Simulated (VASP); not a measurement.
The system is RbBr.

```xyz
2
Lattice="0.0577 3.5185 3.5185 3.5185 0.0577 3.5185 3.5185 3.5185 0.0577" Properties=species:S:1:pos:R:3 pbc="T T T"
Rb    0.0000    0.0000    0.0000
Br    3.5473    3.5473    3.5473
```

This cell differs from its parent crystal: strain along [111] +2.5%.

Base run:

| Property | Result |
| --- | --- |
| Program | VASP 6.6.1 |
| Functional | r2SCAN |
| Potentials or basis | VASP PAW PBE potentials, release 64 (Rb_sv, Br) |
| Cutoff | 520 eV |
| k mesh | 6 × 6 × 6 |
| Occupations | gaussian, width 0.01 eV |
| Spin | no spin polarisation |

Its results: band gap on the k mesh 4.81 eV; pressure -0.3 GPa.

**Question.** The run is repeated on the same cell with these changes: functional from r2SCAN to PBE; occupations from gaussian, width 0.01 eV to fermi-dirac, width 0.02 eV. What comes out?

**Answer.** Band gap on the k mesh 4.21 eV; pressure 0.2 GPa.

Caveats: the PAW data sets were made with another functional, which shifts forces and pressure a little (at least some runs).

